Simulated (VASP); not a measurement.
A run of VASP 6.6.1:

File INCAR:

```
SYSTEM = CdTe
PREC = Accurate
ENCUT = 600
EDIFF = 1E-8
ISMEAR = 0
SIGMA = 0.01
LREAL = .FALSE.
LASPH = .TRUE.
NELM = 60
ALGO = Normal
ISIF = 3
LWAVE = .FALSE.
LCHARG = .FALSE.
GGA = PS
IBRION = 6
NFREE = 2
POTIM = 0.015
NSW = 1
```

Contents of KPOINTS:

```
regular mesh
0
G
  8 8 8
  0 0 0
```

File POSCAR:

```
CdTe
1.0
    0.0000000000      3.2446714359      3.2446714359
    3.2446714359      0.0000000000      3.2446714359
    3.2446714359      3.2446714359      0.0000000000
Cd Te
1 1
Direct
    0.0000000000      0.0000000000      0.0000000000
    0.2500000000      0.2500000000      0.2500000000
```

Potentials or basis: VASP PAW PBE potentials, release 64 (Cd, Te).

Launch:

```bash
$ cat potpaw_PBE.64/Cd/POTCAR potpaw_PBE.64/Te/POTCAR > POTCAR
$ mpirun -np 1 vasp_std > vasp.out
```

Hardware: 1 thread of Intel Xeon 8259CL (shared host).

Q: How long does it take, and how much memory?

A: It took 46 min on 1 thread of Intel Xeon 8259CL (shared host), peak memory 0.47 GiB. Counts: scf iterations 185, k points 29.
